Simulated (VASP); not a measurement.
Wanted: the native input for a VASP 6.6.1 run.

- Task: single point
- Functional: PBE
- Potentials or basis: VASP PAW PBE potentials, release 64 (As)
- Cutoff: 520 eV
- k mesh: 6 × 6 × 2
- Occupations: gaussian, width 0.1 eV
- Spin: no spin polarisation
- Dipole correction: no
- Further INCAR settings: ALGO = Normal; EDIFF = 1e-06; NBANDS = 24

The structure of As lies in POSCAR:

```
As
1.0
    4.1328670903      0.0000000033      0.0000000000
   -2.0664335480      3.5791678891      0.0000000000
    0.0000000000      0.0000000000     10.0065964644
As
6
Direct
    0.0000000000      0.0000000000      0.5000000000
    0.0000000000      0.0000000000      0.0000000000
    0.6666666667      0.3333333333      0.3685429394
    0.3333333333      0.6666666667      0.6314570606
    0.3333333333      0.6666666667      0.8685429394
    0.6666666667      0.3333333333      0.1314570606
```

These files were run (other wordings do the same):

INCAR

```
SYSTEM = As
ALGO = Normal
EDIFF = 1E-6
ENCUT = 520
GGA = PE
ISIF = 2
ISMEAR = 0
LASPH = .TRUE.
LCHARG = .FALSE.
LREAL = .FALSE.
LWAVE = .FALSE.
NBANDS = 24
NELM = 80
PREC = Accurate
SIGMA = 0.1
```

KPOINTS

```
k-points
0
G
  6 6 2
  0 0 0
```

Potentials or basis: VASP PAW PBE potentials, release 64 (As).

Command:

```sh
$ cat potpaw_PBE.64/As/POTCAR > POTCAR
$ mpirun -np 1 vasp_std > vasp.out
```

Results of the run:

```
Pressure               : 0.2 GPa
Largest force          : 0.034 eV/Å
Band gap on the k mesh : zero (band 15 reaches 4.35 eV, above the bottom of band 16 at 3.02 eV)
```

It took 30 s on 1 thread of Intel(R) Xeon(R) Platinum 8488C (Sapphire Rapids), on a shared host, peak memory 0.26 GiB.
